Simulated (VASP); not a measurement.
A run of VASP 6.6.1 is set up as follows.

Contents of INCAR:

```
ALGO = Normal ; EDIFF = 1E-7
ENCUT = 520 ; GGA = PE
ISIF = 2 ; ISMEAR = -1
LASPH = True ; LCHARG = False
LREAL = False ; LWAVE = False
NBANDS = 13 ; NELM = 80
PREC = Accurate ; SIGMA = 0.08
```

KPOINTS

```
k-points
0
Gamma
  13 13 13
```

File POSCAR:

```
Ru
1.0
    2.5115441295      0.0000000000      0.0000000000
    0.0000000000      2.5115441295      0.0000000000
    0.0000000000      0.0000000000      2.5115441295
Ru
1
Direct
    0.0000000000      0.0000000000      0.0000000000
```

Potentials or basis: VASP PAW PBE potentials, release 64 (Ru_pv).

The run is started by

```console
$ cat potpaw_PBE.64/Ru_pv/POTCAR > POTCAR
$ mpirun -np 1 vasp_std > vasp.out
```

(1) Predict the band gap on the k mesh.

(2) Predict the pressure.

## Answers

(1) zero (band 7 reaches 13.89 eV, above the bottom of band 8 at 9.55 eV).

(2) 0.1 GPa.
